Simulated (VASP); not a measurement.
# Se (P3_121) in VASP: notebook

The runs below take Se through single point, with PBE+D3(BJ).

Program: VASP 6.6.1. These are calculated values, not measurements. Logs are shortened: lines on timing, memory, paths and dates and some standing lists are left out, and cuts for length are marked.

## (1) The cell of the first run

The structure is trigonal, space group P3_121 (No. 152). The conventional cell has a = 4.230 Å, b = 4.230 Å, c = 5.122 Å, α = 90.00°, β = 90.00°, γ = 120.00°. Within 3.3 Å of Se (site symmetry 2) lie 6 Se at 2.49 to 3.29 Å.

## (2) Single point, PBE+D3(BJ) (26.46 Å³/atom)

Contents of INCAR:

```
SYSTEM = Se
PREC     = Accurate       ! precision mode
ENCUT    = 520            ! plane-wave cutoff, eV
EDIFF    = 1E-6           ! SCF threshold, eV
ISMEAR   = 0              ! smearing method
SIGMA    = 0.05           ! smearing width, eV
LREAL    = .FALSE.        ! projectors in reciprocal space
LASPH    = .TRUE.         ! aspherical terms in the spheres
NELM     = 60             ! most SCF steps
ALGO     = Normal         ! electronic algorithm
ISIF     = 2              ! what is computed and relaxed
LWAVE    = .FALSE.        ! write WAVECAR
LCHARG   = .FALSE.        ! write CHGCAR
GGA      = PE             ! functional
IVDW     = 12             ! dispersion correction
NBANDS   = 16             ! bands
```

Contents of KPOINTS:

```
Automatic mesh
0
G
  12 12 8
  0 0 0
```

Contents of POSCAR:

```
Se
1.0
    4.2301757145      0.0000000000      0.0000000000
   -2.1150878572      3.6634396312      0.0000000000
    0.0000000000      0.0000000000      5.1218967551
Se
3
Direct
    0.2473450691      0.0000000000      0.3333333333
    0.0000000000      0.2473450691      0.6666666667
    0.7526549309      0.7526549309      0.0000000000
```

Potentials or basis: VASP PAW PBE potentials, release 64 (Se).

Launch:

```
$ cat potpaw_PBE.64/Se/POTCAR > POTCAR
$ mpirun -np 1 vasp_std > vasp.out
```

OUTCAR:

```text
SYSTEM = Se
   PREC = Accurate
   ENCUT = 520
   EDIFF = 1E-6
   ISMEAR = 0
   LREAL = .FALSE.
   LASPH = .TRUE.
   NELM = 60
   ISIF = 2
   GGA = PE
   IVDW = 12
 IVDW          = 12

 ion  position               nearest neighbor table
   1  0.247  0.000  0.333-   3 2.49   2 2.49
   2  0.000  0.247  0.667-   3 2.49   1 2.49
   3  0.753  0.753  0.000-   2 2.49   1 2.49

  LATTYP: Found a hexagonal cell.
 ALAT       =     4.2301757145
 C/A-ratio  =     1.2108000000

  Lattice vectors:

 A1 = (   4.2301757145,   0.0000000000,   0.0000000000)
 A2 = (  -2.1150878572,   3.6634396312,   0.0000000000)
 A3 = (   0.0000000000,   0.0000000000,   5.1218967551)

Analysis of symmetry for initial positions (statically):
=====================================================================
 Subroutine PRICEL returns:
 Original cell was already a primitive cell.

 Routine SETGRP: Setting up the symmetry group for a
 hexagonal supercell.

 Subroutine GETGRP returns: Found  6 space group operations
 (whereof  2 operations were pure point group operations)
 out of a pool of 24 trial point group operations.

The static configuration has the point symmetry C_2 .
 The point group associated with its full space group is D_3 .

Analysis of symmetry for dynamics (positions and initial velocities):
=====================================================================
 Subroutine PRICEL returns:
 Original cell was already a primitive cell.

 Routine SETGRP: Setting up the symmetry group for a
 hexagonal supercell.

 Subroutine GETGRP returns: Found  6 space group operations
 (whereof  2 operations were pure point group operations)
 out of a pool of 24 trial point group operations.

The dynamic configuration has the point symmetry C_2 .
 The point group associated with its full space group is D_3 .

 Subroutine INISYM returns: Found  6 space group operations
 (whereof  2 operations are pure point group operations),
 and found     1 'primitive' translations

----------------------------------------------------------------------------------------

                                     Primitive cell

  volume of cell :      79.3740

  direct lattice vectors                    reciprocal lattice vectors
     4.230175714  0.000000000  0.000000000     0.236396799  0.136483756  0.000000000
    -2.115087857  3.663439631  0.000000000     0.000000000  0.272967512  0.000000000
     0.000000000  0.000000000  5.121896755     0.000000000  0.000000000  0.195240171

  length of vectors
     4.230175714  4.230175714  5.121896755     0.272967512  0.272967512  0.195240171

  position of ions in fractional coordinates (direct lattice)
     0.247345069  0.000000000  0.333333333
     1.000000000  0.247345069  0.666666667
     0.752654931  0.752654931  0.000000000

  ion indices of the primitive-cell ions
   primitive index   ion index
                 1           1
                 2           2
                 3           3

----------------------------------------------------------------------------------------

 KPOINTS: Automatic mesh

Automatic generation of k-mesh.
 Grid dimensions read from file:
 generate k-points for:   12   12    8

 Generating k-lattice:

  Cartesian coordinates                     Fractional coordinates (reciprocal lattice)
     0.019699733  0.011373646  0.000000000     0.083333333 -0.000000000  0.000000000
     0.000000000  0.022747293  0.000000000     0.000000000  0.083333333  0.000000000
     0.000000000  0.000000000  0.024405021     0.000000000  0.000000000  0.125000000

  Length of vectors
     0.022747293  0.022747293  0.024405021

  Shift w.r.t. Gamma in fractional coordinates (k-lattice)
     0.000000000  0.000000000  0.000000000

 Subroutine IBZKPT returns following result:
 ===========================================

 Found    131 irreducible k-points:

 Following reciprocal coordinates:
            Coordinates               Weight
  0.000000  0.000000  0.000000      1.000000
  0.083333 -0.000000  0.000000      6.000000
  0.166667  0.000000  0.000000      6.000000
  0.250000 -0.000000  0.000000      6.000000
  0.333333  0.000000  0.000000      6.000000
  0.416667  0.000000  0.000000      6.000000
[... 16 lines left out ...]
  0.166667  0.000000  0.125000      6.000000
  0.000000  0.166667  0.125000      6.000000
 [... further k-points ...]
   k-points           NKPTS =    131   k-points in BZ     NKDIM =    131   number of bands    NBANDS=     16
   number of dos      NEDOS =    301   number of ions     NIONS =      3
   total plane-waves  NPLWV =  40960
   dimension x,y,z NGX =    32 NGY =   32 NGZ =   40
   dimension x,y,z NGXF=    64 NGYF=   64 NGZF=   80
   ions per type =               3
   NGX,Y,Z   is equivalent  to a cutoff of  12.58, 12.58, 12.98 a.u.
   NGXF,Y,Z  is equivalent  to a cutoff of  25.15, 25.15, 25.97 a.u.
 SYSTEM =  Se
   PREC   = accura    normal or accurate (medium, high low for compatibility)
   ISTART =      0    job   : 0-new  1-cont  2-samecut
   ICHARG =      2    charge: 1-file 2-atom 10-const
   ISPIN  =      1    spin polarized calculation?
   LNONCOLLINEAR =      F non collinear calculations
   LSORBIT =      F    spin-orbit coupling
   LASPH  =      T    aspherical Exc in radial PAW
   ENCUT  =  520.0 eV  38.22 Ry    6.18 a.u.   7.87  7.87  9.52*2*pi/ulx,y,z
   NELM   =     60;   NELMIN=  2; NELMDL= -5     # of ELM steps
   EDIFF  = 0.1E-05   stopping-criterion for ELM
   LREAL  =      F    real-space projection
   EDIFFG = 0.1E-04   stopping-criterion for IOM
   NSW    =      0    number of steps for IOM
   IBRION =     -1    ionic relax: 0-MD 1-quasi-New 2-CG
   NFREE  =      0    steps in history (QN), initial steepest desc. (CG)
   ISIF   =      2    stress and relaxation
   ISYM   =      2    0-nonsym 1-usesym 2-fastsym
   POTIM  = 0.5000    time-step for ionic-motion
   TEBEG  =    0.0;   TEEND  =   0.0 temperature during run
   PSTRESS=    0.0 pullay stress
   NELECT =      18.0000    total number of electrons
   NUPDOWN=      -1.0000    fix difference up-down
   EMIN   =  10.00;   EMAX   =-10.00  energy-range for DOS
   EFERMI =   0.00;   METHOD = LEGACY
   ISMEAR =     0;   SIGMA  =   0.05  broadening in eV -4-tet -1-fermi 0-gaus
   EFERMI_NEDOS =   21; number of points for ismear=-14 and -15
   IALGO  =     38    algorithm
   IMIX   =      4    mixing-type and parameters
     AMIX     =   0.40;   BMIX     =  1.00
     AMIX_MAG =   1.60;   BMIX_MAG =  1.00
  volume/ion in A,a.u.               =      26.46       178.55
  Fermi-wavevector in a.u.,A,eV,Ry     =   0.998327  1.886565 13.560345  0.996657
  Thomas-Fermi vector in A             =   2.130543
   LORBIT       =      0    0 simple, 1 ext, 2 COOP (PROOUT), +10 PAW based schemes
   GGA     = PE    functional components
   LHFCALC =     F    Hartree Fock is set to
   AEXX    =    0.0000 exact exchange contribution
   IVDW    =    12    specifies the selected vdW correction
   LEPSILON=     F    determine dielectric tensor
   LRPA    =     F    only Hartree local field effects (RPA)
 non-spin polarized calculation
 Gauss-broadening in eV      SIGMA  =   0.05
  energy-cutoff  :      520.00
  volume of cell :       79.37
 maximum number of plane-waves:      2160
   NGX = 15   NGY = 15   NGZ = 19

 number of electron      18.0000002 magnetization

 Free energy of the ion-electron system (eV)
  ---------------------------------------------------
  ext. energy  EPLUGINS =         0.00000000
  ---------------------------------------------------
  free energy    TOTEN  =       -10.44435955 eV

  energy without entropy =      -10.44435955  energy(sigma->0) =      -10.44435955

 E-fermi :   3.1124     XC(G=0):  -9.0778

 val. band max:        2.9083629971   @ k =   0.4167   0.1667   0.5000
 cond. band min:       3.5833513950   @ k =   0.3333   0.3333   0.5000
 fundamental gap:      0.6749883979
 Fermi energy:         3.1124191160

 k-point     1 :       0.0000    0.0000    0.0000
  band No.  band energies     occupation
      1     -12.5230      2.00000
      2      -8.7930      2.00000
      3      -8.7930      2.00000
      4      -0.6185      2.00000
      5      -0.4935      2.00000
      6      -0.4934      2.00000
[... 8 lines left out ...]
     15       9.5199      0.00000
     16      11.3471      0.00000

 k-point     2 :       0.0833   -0.0000    0.0000
  band No.  band energies     occupation
      1     -12.4842      2.00000
      2      -8.8186      2.00000
      3      -8.7890      2.00000
      4      -0.9404      2.00000
      5      -0.6552      2.00000
      6      -0.4350      2.00000
[... 8 lines left out ...]
     15       9.9126      0.00000
     16      11.1863      0.00000

 k-point     3 :       0.1667    0.0000    0.0000
  band No.  band energies     occupation
      1     -12.3724      2.00000
      2      -8.8992      2.00000
      3      -8.7777      2.00000
      4      -1.4181      2.00000
      5      -0.9451      2.00000
      6      -0.5164      2.00000
[... 8 lines left out ...]
     15      10.5442      0.00000
     16      11.3381      0.00000

 k-point     4 :       0.2500   -0.0000    0.0000
  band No.  band energies     occupation
      1     -12.2028      2.00000
      2      -9.0384      2.00000
      3      -8.7612      2.00000
      4      -1.7915      2.00000
      5      -1.2267      2.00000
      6      -0.6584      2.00000
[... 8 lines left out ...]
     15      11.1228      0.00000
     16      11.8583      0.00000

 k-point     5 :       0.3333    0.0000    0.0000
  band No.  band energies     occupation
      1     -12.0068      2.00000
      2      -9.2185      2.00000
      3      -8.7436      2.00000
      4      -1.9890      2.00000
      5      -1.4561      2.00000
      6      -0.7544      2.00000
[... 8 lines left out ...]
     15      11.7536      0.00000
     16      12.6050      0.00000

 k-point     6 :       0.4167    0.0000    0.0000
  band No.  band energies     occupation
      1     -11.8383      2.00000
      2      -9.3845      2.00000
      3      -8.7300      2.00000
      4      -2.0403      2.00000
      5      -1.6121      2.00000
      6      -0.7298      2.00000
[... 8 lines left out ...]
     15      12.5586      0.00000
     16      13.1201      0.00000
[... 267 lines left out ...]
 k-point    21 :       0.0833   -0.0000    0.1250
  band No.  band energies     occupation
      1     -12.4175      2.00000
      2      -9.5374      2.00000
      3      -8.0948      2.00000
      4      -0.9826      2.00000
      5      -0.6543      2.00000
      6      -0.3400      2.00000
[... 8 lines left out ...]
     15      10.1228      0.00000
     16      10.6175      0.00000

 k-point    22 :       0.0000    0.0833    0.1250
  band No.  band energies     occupation
      1     -12.4173      2.00000
      2      -9.5403      2.00000
      3      -8.0898      2.00000
      4      -0.8935      2.00000
      5      -0.8449      2.00000
      6      -0.2924      2.00000
[... 8 lines left out ...]
     15      10.0441      0.00000
     16      10.8924      0.00000

 k-point    23 :       0.1667    0.0000    0.1250
  band No.  band energies     occupation
      1     -12.3075      2.00000
      2      -9.5184      2.00000
      3      -8.2006      2.00000
      4      -1.3719      2.00000
      5      -0.8662      2.00000
      6      -0.4545      2.00000
[... 8 lines left out ...]
     15      10.5899      0.00000
     16      10.6492      0.00000

 k-point    24 :       0.0000    0.1667    0.1250
  band No.  band energies     occupation
      1     -12.3062      2.00000
      2      -9.5399      2.00000
      3      -8.1656      2.00000
      4      -1.3922      2.00000
      5      -1.1421      2.00000
      6      -0.4112      2.00000
[... 8 lines left out ...]
     15      10.5071      0.00000
     16      11.4495      0.00000

 [... further k-points ...]

------------------------ aborting loop because EDIFF is reached ----------------------------------------

 Edisp (eV)   -0.98288

 E8    (eV) :    -0.4054

  FORCE on cell =-STRESS in cart. coord.  units (eV):
  Direction    XX          YY          ZZ          XY          YZ          ZX
  --------------------------------------------------------------------------------------
  -------------------------------------------------------------------------------------
  Total      -1.68970    -1.68970    -1.84738    -0.00000     0.00000    -0.00000
  in kB     -34.10691   -34.10691   -37.28966    -0.00000     0.00000    -0.00000
  external pressure =      -35.17 kB  Pullay stress =        0.00 kB

 VOLUME and BASIS-vectors are now :
 -----------------------------------------------------------------------------
  energy-cutoff  :      520.00
  volume of cell :       79.37
      direct lattice vectors                 reciprocal lattice vectors
     4.230175714  0.000000000  0.000000000     0.236396799  0.136483756  0.000000000
    -2.115087857  3.663439631  0.000000000     0.000000000  0.272967512  0.000000000
     0.000000000  0.000000000  5.121896755     0.000000000  0.000000000  0.195240171

 POSITION                                       TOTAL-FORCE (eV/Angst)
 -----------------------------------------------------------------------------------
      1.04631      0.00000      1.70730        -0.499157      0.000000     -0.000000
     -0.52316      0.90613      3.41460         0.249578     -0.432282      0.000000
      1.59193      2.75731      0.00000         0.249578      0.432282      0.000000
 -----------------------------------------------------------------------------------
    total drift:                               -0.000000     -0.000001     -0.000000

  FREE ENERGIE OF THE ION-ELECTRON SYSTEM (eV)
  ---------------------------------------------------
  free  energy   TOTEN  =       -11.4272362901 eV

  energy  without entropy=      -11.4272362901  energy(sigma->0) =      -11.42723629
```

Run time: 2.1 min. Hardware: 1 thread of Intel Xeon Platinum 8488C (Sapphire Rapids), shared host; peak memory 0.28 GiB.

What came out:

```
Free energy                : -11.4272 eV
Pressure                   : -3.5 GPa
Largest force              : 0.499 eV/Å
Band gap on the k mesh     : 0.68 eV (least direct gap 0.77 eV)
Dispersion energy per atom : -0.328 eV
```

Forces on the atoms (eV/Å):
```
Se  -0.499  0.000  0.000
Se   0.250 -0.432  0.000
Se   0.250  0.432  0.000
```

Stress tensor (GPa, compression positive):
```
-3.41  0.00  0.00
 0.00 -3.41  0.00
 0.00  0.00 -3.73
```

Levels at points of the mesh, in eV from the valence-band top:
| k point | band 5 | band 6 | band 7 | band 8 | band 9 | band 10 | band 11 | band 12 | band 13 | band 14 |
| --- | --- | --- | --- | --- | --- | --- | --- | --- | --- | --- |
| (0.00, 0.00, 0.00) | -3.40 | -3.40 | -1.77 | -1.77 | -0.52 | 1.42 | 1.42 | 1.81 | 6.57 | 6.57 |
| (0.50, 0.00, 0.00) | -4.58 | -3.54 | -3.12 | -1.36 | -0.92 | 1.46 | 1.66 | 3.85 | 4.76 | 8.24 |
| (0.00, 0.00, 0.50) | -3.04 | -3.04 | -1.36 | -1.36 | -1.20 | 0.82 | 0.82 | 0.98 | 6.11 | 7.06 |
| (0.50, 0.00, 0.50) | -4.10 | -4.01 | -2.18 | -1.66 | -0.01 | 1.44 | 2.45 | 2.68 | 6.22 | 7.60 |

Caveat: the cell stands under tension; semilocal functionals underestimate gaps, and a narrow one can read as zero.

## (3) Single point, PBE+D3(BJ) (26.46 Å³/atom)

Contents of INCAR:

```
ALGO     = Normal         # electronic algorithm
EDIFF    = 1E-7           # SCF threshold, eV
ENCUT    = 520            # plane-wave cutoff, eV
GGA      = PE             # functional
ISIF     = 2              # what is computed and relaxed
ISMEAR   = 0              # smearing method
IVDW     = 12             # dispersion correction
LASPH    = T              # aspherical terms in the spheres
LCHARG   = F              # write CHGCAR
LREAL    = F              # projectors in reciprocal space
LWAVE    = F              # write WAVECAR
NBANDS   = 16             # bands
NELM     = 80             # most SCF steps
PREC     = Accurate       # precision mode
SIGMA    = 0.05           # smearing width, eV
```

Contents of KPOINTS:

```
k-points
0
Gamma
  12 12 8
```

Contents of POSCAR:

```
Se
1.0
    4.1182799665      0.0000000000      0.0000000000
   -2.0591399833      3.5665350709      0.0000000000
    0.0000000000      0.0000000000      5.4040069721
Se
3
Direct
    0.2473450691      0.0000000000      0.3333333333
    0.0000000000      0.2473450691      0.6666666667
    0.7526549309      0.7526549309      0.0000000000
```

Potentials or basis: VASP PAW PBE potentials, release 64 (Se).

Launch:

```
$ cat potpaw_PBE.64/Se/POTCAR > POTCAR
$ mpirun -np 1 vasp_std > vasp.out
```

Run time: 1.7 min. Hardware: 1 thread of Intel Xeon Platinum 8488C (Sapphire Rapids), shared host; peak memory 0.28 GiB.

Results (log left out):

```
Free energy                : -11.3731 eV
Pressure                   : -4.8 GPa
Largest force              : 0.483 eV/Å
Band gap on the k mesh     : 0.24 eV
Dispersion energy per atom : -0.328 eV
```

Forces in eV/Å, atoms in the order of the input:
```
Se  -0.483  0.000  0.000
Se   0.242 -0.418  0.000
Se   0.242  0.418  0.000
```

Stress tensor (GPa, compression positive):
```
-3.55  0.00  0.00
 0.00 -3.55  0.00
 0.00  0.00 -7.40
```

Levels at points of the mesh, in eV from the valence-band top:
```csv
k point,band 5,band 6,band 7,band 8,band 9,band 10,band 11,band 12,band 13,band 14
"(0.00, 0.00, 0.00)",-3.12,-3.05,-1.46,-1.46,-0.32,1.31,1.31,2.16,6.59,6.59
"(0.50, 0.00, 0.00)",-4.45,-3.26,-3.21,-1.21,-0.80,1.38,1.68,3.77,4.82,8.67
"(0.00, 0.00, 0.50)",-2.63,-2.63,-1.14,-0.99,-0.99,0.96,1.10,1.10,5.89,7.46
"(0.50, 0.00, 0.50)",-3.88,-3.76,-2.03,-1.66,-0.17,1.08,2.25,2.85,6.10,7.31
```

Caveat: the cell stands under tension; semilocal functionals underestimate gaps, and a narrow one can read as zero. A k mesh can miss the band edges.
